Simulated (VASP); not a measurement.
# Ba (P6_3/mmc) in VASP: density of states with PBE

Aim: the density of states of Ba with PBE.

All numbers are computed with VASP 6.6.1; they aren't measurements. Logs are shortened: lines on timing, memory, paths and dates and some standing lists are left out, and cuts for length are marked.

### 1 The cell of the first run

Symmetry: P6_3/mmc, No. 194, hexagonal system. Conventional cell: a = 3.565 Å, b = 3.565 Å, c = 5.220 Å, α = 90.00°, β = 90.00°, γ = 120.00°. Within 4.4 Å of Ba (site symmetry -6m2) lie 12 Ba at 3.32 to 3.57 Å.

### 2 Density of states, PBE (volume scaled by 0.45)

The input, POSCAR:

```
Ba
1.0
    3.5650947239      0.0000000000      0.0000000000
   -1.7825473620      3.0874625978      0.0000000000
    0.0000000000      0.0000000000      5.2195351556
Ba
2
Direct
    0.3333333333      0.6666666667      0.2500000000
    0.6666666667      0.3333333333      0.7500000000
```

The input, INCAR.step1:

```
ALGO = Normal
EDIFF = 1E-7
ENCUT = 520
GGA = PE
ISIF = 2
ISMEAR = -1
LASPH = True
LCHARG = True
LREAL = False
LWAVE = False
NBANDS = 17
NELM = 80
PREC = Accurate
SIGMA = 0.1
```

The input, KPOINTS.step1:

```
k-points
0
Gamma
  10 10 6
```

The input, INCAR.step2:

```
ALGO = Normal
EDIFF = 1E-7
ENCUT = 520
GGA = PE
ICHARG = 11
ISIF = 2
ISMEAR = -5
LASPH = True
LCHARG = False
LORBIT = 11
LREAL = False
LWAVE = False
NEDOS = 2001
NELM = 80
PREC = Accurate
SIGMA = 0.1
```

The input, KPOINTS.step2:

```
k-points
0
Gamma
  15 15 9
```

Potentials or basis: VASP PAW PBE potentials, release 64 (Ba_sv).

On the command line:

```
cat potpaw_PBE.64/Ba_sv/POTCAR > POTCAR
cp INCAR.step1 INCAR
cp KPOINTS.step1 KPOINTS
mpirun -np 1 vasp_std > vasp.out
cp INCAR.step2 INCAR
cp KPOINTS.step2 KPOINTS
mpirun -np 1 vasp_std > vasp.out
```

OUTCAR:

```text
EDIFF = 1E-7
   ENCUT = 520
   GGA = PE
   ICHARG = 11
   ISIF = 2
   ISMEAR = -5
   LASPH = True
   LORBIT = 11
   LREAL = False
   NELM = 80
   PREC = Accurate

 ion  position               nearest neighbor table
   1  0.333  0.667  0.250-   2 3.32   2 3.32   2 3.32   2 3.32   2 3.32   2 3.32
   2  0.667  0.333  0.750-   1 3.32   1 3.32   1 3.32   1 3.32   1 3.32   1 3.32

  LATTYP: Found a hexagonal cell.
 ALAT       =     3.5650947239
 C/A-ratio  =     1.4640663320

  Lattice vectors:

 A1 = (   3.5650947239,   0.0000000000,   0.0000000000)
 A2 = (  -1.7825473620,   3.0874625978,   0.0000000000)
 A3 = (   0.0000000000,   0.0000000000,   5.2195351556)

Analysis of symmetry for initial positions (statically):
=====================================================================
 Subroutine PRICEL returns:
 Original cell was already a primitive cell.

 Routine SETGRP: Setting up the symmetry group for a
 hexagonal supercell.

 Subroutine GETGRP returns: Found 24 space group operations
 (whereof 12 operations were pure point group operations)
 out of a pool of 24 trial point group operations.

The static configuration has the point symmetry D_3d.
 The point group associated with its full space group is D_6h.

Analysis of symmetry for dynamics (positions and initial velocities):
=====================================================================
 Subroutine PRICEL returns:
 Original cell was already a primitive cell.

 Routine SETGRP: Setting up the symmetry group for a
 hexagonal supercell.

 Subroutine GETGRP returns: Found 24 space group operations
 (whereof 12 operations were pure point group operations)
 out of a pool of 24 trial point group operations.

The dynamic configuration has the point symmetry D_3d.
 The point group associated with its full space group is D_6h.

 Subroutine INISYM returns: Found 24 space group operations
 (whereof 12 operations are pure point group operations),
 and found     1 'primitive' translations

----------------------------------------------------------------------------------------

                                     Primitive cell

  volume of cell :      57.4519

  direct lattice vectors                    reciprocal lattice vectors
     3.565094724  0.000000000  0.000000000     0.280497456  0.161945282  0.000000000
    -1.782547362  3.087462598  0.000000000     0.000000000  0.323890563  0.000000000
     0.000000000  0.000000000  5.219535156     0.000000000  0.000000000  0.191587942

  length of vectors
     3.565094724  3.565094724  5.219535156     0.323890563  0.323890563  0.191587942

  position of ions in fractional coordinates (direct lattice)
     0.333333333  0.666666667  0.250000000
     0.666666667  0.333333333  0.750000000

  ion indices of the primitive-cell ions
   primitive index   ion index
                 1           1
                 2           2

----------------------------------------------------------------------------------------

 KPOINTS: k-points

Automatic generation of k-mesh.
 Grid dimensions read from file:
 generate k-points for:   15   15    9

 Generating k-lattice:

  Cartesian coordinates                     Fractional coordinates (reciprocal lattice)
     0.018699830  0.010796352  0.000000000     0.066666667  0.000000000  0.000000000
     0.000000000  0.021592704  0.000000000     0.000000000  0.066666667  0.000000000
     0.000000000  0.000000000  0.021287549     0.000000000  0.000000000  0.111111111

  Length of vectors
     0.021592704  0.021592704  0.021287549

  Shift w.r.t. Gamma in fractional coordinates (k-lattice)
     0.000000000  0.000000000  0.000000000

 TETIRR: Found   1950 inequivalent tetrahedra from    12150

 Subroutine IBZKPT returns following result:
 ===========================================

 Found    135 irreducible k-points:

 Following reciprocal coordinates:
            Coordinates               Weight
  0.000000  0.000000  0.000000      1.000000
  0.066667  0.000000  0.000000      6.000000
  0.133333 -0.000000  0.000000      6.000000
  0.200000 -0.000000  0.000000      6.000000
  0.266667 -0.000000  0.000000      6.000000
  0.333333 -0.000000  0.000000      6.000000
[... 16 lines left out ...]
  0.333333  0.200000  0.000000     12.000000
  0.400000  0.200000  0.000000      6.000000
 [... further k-points ...]
   k-points           NKPTS =    135   k-points in BZ     NKDIM =    135   number of bands    NBANDS=     14
   number of dos      NEDOS =   2001   number of ions     NIONS =      2
   total plane-waves  NPLWV =  31360
   dimension x,y,z NGX =    28 NGY =   28 NGZ =   40
   dimension x,y,z NGXF=    56 NGYF=   56 NGZF=   80
   ions per type =               2
   NGX,Y,Z   is equivalent  to a cutoff of  13.06, 13.06, 12.74 a.u.
   NGXF,Y,Z  is equivalent  to a cutoff of  26.11, 26.11, 25.48 a.u.
 SYSTEM =  unknown system
   PREC   = accura    normal or accurate (medium, high low for compatibility)
   ISTART =      0    job   : 0-new  1-cont  2-samecut
   ICHARG =     11    charge: 1-file 2-atom 10-const
   ISPIN  =      1    spin polarized calculation?
   LNONCOLLINEAR =      F non collinear calculations
   LSORBIT =      F    spin-orbit coupling
   LASPH  =      T    aspherical Exc in radial PAW
   ENCUT  =  520.0 eV  38.22 Ry    6.18 a.u.   6.63  6.63  9.70*2*pi/ulx,y,z
   NELM   =     80;   NELMIN=  2; NELMDL=  0     # of ELM steps
   EDIFF  = 0.1E-06   stopping-criterion for ELM
   LREAL  =      F    real-space projection
   EDIFFG = 0.1E-05   stopping-criterion for IOM
   NSW    =      0    number of steps for IOM
   IBRION =     -1    ionic relax: 0-MD 1-quasi-New 2-CG
   NFREE  =      0    steps in history (QN), initial steepest desc. (CG)
   ISIF   =      2    stress and relaxation
   ISYM   =      2    0-nonsym 1-usesym 2-fastsym
   POTIM  = 0.5000    time-step for ionic-motion
   TEBEG  =    0.0;   TEEND  =   0.0 temperature during run
   PSTRESS=    0.0 pullay stress
   NELECT =      20.0000    total number of electrons
   NUPDOWN=      -1.0000    fix difference up-down
   EMIN   =  10.00;   EMAX   =-10.00  energy-range for DOS
   EFERMI =   0.00;   METHOD = LEGACY
   ISMEAR =    -5;   SIGMA  =   0.10  broadening in eV -4-tet -1-fermi 0-gaus
   EFERMI_NEDOS =   21; number of points for ismear=-14 and -15
   IALGO  =     38    algorithm
   IMIX   =      4    mixing-type and parameters
     AMIX     =   0.40;   BMIX     =  1.00
     AMIX_MAG =   1.60;   BMIX_MAG =  1.00
  volume/ion in A,a.u.               =      28.73       193.85
  Fermi-wavevector in a.u.,A,eV,Ry     =   1.151640  2.176283 18.045053  1.326274
  Thomas-Fermi vector in A             =   2.288296
   LORBIT       =     11    0 simple, 1 ext, 2 COOP (PROOUT), +10 PAW based schemes
   GGA     = PE    functional components
   LHFCALC =     F    Hartree Fock is set to
   AEXX    =    0.0000 exact exchange contribution
   IVDW    =     0    specifies the selected vdW correction
   LEPSILON=     F    determine dielectric tensor
   LRPA    =     F    only Hartree local field effects (RPA)
 non-spin polarized calculation
 Fermi weights with tetrahedron method with Bloechl corrections
  energy-cutoff  :      520.00
  volume of cell :       57.45
 maximum number of plane-waves:      1577
 NGX is ok and might be reduce to    28

 number of electron      20.0000002 magnetization

 Free energy of the ion-electron system (eV)
  ---------------------------------------------------
  ext. energy  EPLUGINS =         0.00000000
  ---------------------------------------------------
  free energy    TOTEN  =        -1.32524273 eV

  energy without entropy =       -1.32524273  energy(sigma->0) =       -1.32524273

 E-fermi :   5.6981     XC(G=0): -10.4291

 val. band max:        5.8252859955   @ k =   0.2667   0.2667   0.2222
 cond. band min:       5.5899407710   @ k =   0.3333   0.0667   0.0000
 fundamental gap:     -0.2353452245
 Fermi energy:         5.6980586490

 k-point     1 :       0.0000    0.0000    0.0000
  band No.  band energies     occupation
      1     -23.4500      2.00000
      2     -22.3451      2.00000
      3     -10.3842      2.00000
      4      -7.3325      2.00000
      5      -7.3325      2.00000
      6      -6.5781      2.00000
      7      -6.5781      2.00000
      8      -6.1180      2.00000
      9       3.5000      2.00000
     10       3.7207      2.00000
     11       7.3696      0.00000
     12       7.3696      0.00000
     13       8.8098      0.00000
     14       8.8183      0.00000

 k-point     2 :       0.0667    0.0000    0.0000
  band No.  band energies     occupation
      1     -23.4261      2.00000
      2     -22.3394      2.00000
      3     -10.3430      2.00000
      4      -7.4591      2.00000
      5      -7.3784      2.00000
      6      -6.7014      2.00000
      7      -6.5804      2.00000
      8      -6.1559      2.00000
      9       3.6683      2.00000
     10       3.9221      2.00000
     11       7.0050      0.00000
     12       7.5109      0.00000
     13       8.6435      0.00000
     14       8.6694      0.00000
[... 343 lines left out ...]
      1     -22.6774      2.00000
      2     -22.3642      2.00000
      3      -9.4591      2.00000
      4      -8.7914      2.00000
      5      -8.7809      2.00000
      6      -8.3685      2.00000
      7      -7.6476      2.00000
      8      -7.3522      2.00000
      9       4.0612      2.00000
     10       4.8345      2.10555
     11       6.2918      0.00000
     12       7.7092      0.00000
     13       7.7306      0.00000
     14       9.5962      0.00000

 k-point    24 :       0.4000    0.2000    0.0000
  band No.  band energies     occupation
      1     -22.6237      2.00000
      2     -22.3911      2.00000
      3      -9.5355      2.00000
      4      -8.6746      2.00000
      5      -8.6294      2.00000
      6      -8.5643      2.00000
      7      -7.7962      2.00000
      8      -7.3851      2.00000
      9       3.9423      2.00000
     10       4.7691      2.15593
     11       6.3667      0.00000
     12       7.7597      0.00000
     13       8.0055      0.00000
     14       9.5185      0.00000

 [... further k-points ...]

------------------------ aborting loop because EDIFF is reached ----------------------------------------

  FORCE on cell =-STRESS in cart. coord.  units (eV):
  Direction    XX          YY          ZZ          XY          YZ          ZX
  --------------------------------------------------------------------------------------
  -------------------------------------------------------------------------------------
  Total        7.1143611      7.1143611      7.4353721     -0.0000000      0.0000000     -0.0000000
  in kB      198.4000977    198.4000977    207.3522185     -0.0000000      0.0000000     -0.0000000
  external PRESSURE =     201.3841380 kB  Pullay stress =       0.0000000 kB

 VOLUME and BASIS-vectors are now :
 -----------------------------------------------------------------------------
  energy-cutoff  :      520.00
  volume of cell :       57.45
      direct lattice vectors                 reciprocal lattice vectors
     3.565094724  0.000000000  0.000000000     0.280497456  0.161945282  0.000000000
    -1.782547362  3.087462598  0.000000000     0.000000000  0.323890563  0.000000000
     0.000000000  0.000000000  5.219535156     0.000000000  0.000000000  0.191587942

 POSITION                                       TOTAL-FORCE (eV/Angst)
 -----------------------------------------------------------------------------------
     -0.00000      2.05831      1.30488         0.000000      0.000000      0.000000
      1.78255      1.02915      3.91465        -0.000000     -0.000000      0.000000
 -----------------------------------------------------------------------------------
    total drift:                                0.000000     -0.000000      0.000000

  FREE ENERGIE OF THE ION-ELECTRON SYSTEM (eV)
  ---------------------------------------------------
  free  energy   TOTEN  =        -1.3252427334 eV

  energy  without entropy=       -1.3252427334  energy(sigma->0) =       -1.32524273

 total charge

# of ion       s       p       d       tot
------------------------------------------
    1        2.071   5.448   0.902   8.421
    2        2.071   5.448   0.902   8.421
--------------------------------------------------
tot          4.142  10.895   1.804  16.841
```

Run time: 43 s. Hardware: 1 thread of Intel Xeon 6975P-C (Granite Rapids), shared host; peak memory 0.23 GiB.

What came out:

```
Valence electrons inside the program's atomic spheres : Ba 8.42
```

Caveat: spin-orbit coupling is left out, which moves the levels of the heavy elements; tetrahedron occupations give inexact forces and stress in metals.
